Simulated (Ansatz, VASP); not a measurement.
One calculation of Ti, two programs

Contents of INCAR:

```
SYSTEM = Ti
  ALGO = Fast
  EDIFF = 1E-6
  ENCUT = 520
  GGA = PE
  ISIF = 2
  ISMEAR = 0
  LASPH = .True.
  LCHARG = .True.
  LELF = .True.
  LREAL = .False.
  LVHAR = .True.
  LWAVE = .False.
  NBANDS = 12
  NELM = 60
  PREC = Accurate
  SIGMA = 0.15
```

KPOINTS

```
k-points
0
Gamma
  22 22 22
  0 0 0
```

The input POSCAR:

```
Ti
1.0
   -1.7695298252      1.7695298252      1.5239190854
    1.7695298252     -1.7695298252      1.5239190854
    1.7695298252      1.7695298252     -1.5239190854
Ti
1
Direct
    0.0000000000      0.0000000000      0.0000000000
```

Input for Ansatz:

```yaml
crystal:
  lattice:
    - [-1.7695298252, 1.7695298252, 1.5239190854]
    - [1.7695298252, -1.7695298252, 1.5239190854]
    - [1.7695298252, 1.7695298252, -1.5239190854]
  atoms:
    - { symbol: Ti, position: [0.0, 0.0, 0.0] }
basis:
  ecutwfc: 520.0
kpoints:
  mp_grid: { grid: [22, 22, 22] }
hamiltonian:
  xc: pbe
  pseudopotentials: { kind: paw, azcp: { folder: soft_1 } }
scf:
  occupations: { method: gaussian, width: 0.15 }
output:
  forces: true
  stress: true
  eigenvalues: true
```

Alike in both runs: task single point; functional PBE; k mesh 22 × 22 × 22; occupations gaussian, width 0.15 eV; no spin polarisation.

```csv
,VASP,Ansatz
version,VASP 6.6.1,Ansatz 0.2.0
potentials or method,"VASP PAW PBE potentials, release 64 (Ti_sv), cutoff 520 eV","scalar-relativistic, plane waves, PAW"
valence electrons in the cell,12,12
```

VASP gave:

| Property | Result |
| --- | --- |
| gap on the k mesh at the Fermi level (eV) | none |
| pressure (GPa) | -9.0 |
| traceless stress, the component that is largest in VASP (GPa) | 0.31 |

Task: Which values does Ansatz return?

Result: gap on the k mesh at the Fermi level (eV): none; pressure (GPa): -8.9; traceless stress, the component that is largest in VASP (GPa): 0.35.

A gap of «none» marks a metal or a gap that the smearing closes.
